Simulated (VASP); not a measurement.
Wanted: the native input for a VASP 6.6.1 run.

```yaml
Task: relaxation of cell and atoms
Functional: PBE
Potentials_or_basis: VASP PAW PBE potentials, release 64 (Rb_sv, Br)
Cutoff: 600 eV
k_mesh: 4 × 4 × 2
Occupations: gaussian, width 0.1 eV
Spin: no spin polarisation
Dipole_correction: no
Further_INCAR_settings: ALGO = Normal; EDIFF = 1e-06; IBRION = 2; EDIFFG = -0.025; NSW = 80; ISIF = 3
```

The structure of RbBr lies in POSCAR:

```
RbBr
1.0
    0.0325113046      0.0089072766      4.3977442240
    4.8506844972      0.0981867735      0.0356081989
    0.1700644804      8.2140825494      0.0168974502
Rb Br
2 2
Direct
    0.5042851249     -0.0101383839      0.3204534627
    0.5331762513      0.4664143408      0.8451829337
   -0.0475862135      0.5287631996      0.4893360164
    0.0101248373      0.0149608434      0.0116942539
```

These files were run (other wordings do the same):

INCAR

```
SYSTEM = RbBr
PREC = Accurate
ENCUT = 600
EDIFF = 1E-6
ISMEAR = 0
SIGMA = 0.1
LREAL = .FALSE.
LASPH = .TRUE.
NELM = 80
ALGO = Normal
ISIF = 3
LWAVE = .FALSE.
LCHARG = .FALSE.
GGA = PE
IBRION = 2
NSW = 80
EDIFFG = -0.025
```

KPOINTS

```
regular mesh
0
G
  4 4 2
  0 0 0
```

Potentials or basis: VASP PAW PBE potentials, release 64 (Rb_sv, Br).

The run is started by

```sh
$ cat potpaw_PBE.64/Rb_sv/POTCAR potpaw_PBE.64/Br/POTCAR > POTCAR
$ mpirun -np 1 vasp_std > vasp.out
```

It gave:

The relaxed volume is 43.45 Å³/atom, the relaxed cell is a = 4.376 Å, b = 4.784 Å, c = 8.302 Å, α = 90.17°, β = 89.96°, γ = 90.21° and the space group after relaxing (to 0.1 Å) is P2_1 (No. 4). The energy gained by relaxing is 32.9 meV/atom. The ionic steps are 17. The pressure after relaxing is -0.1 GPa, the largest force after relaxing is 0.021 eV/Å and the band gap on the k mesh is 3.93 eV.

Wall time 5.5 min on 1 thread of Intel(R) Xeon(R) 6975P-C (Granite Rapids), on a shared host, peak memory 0.35 GiB.
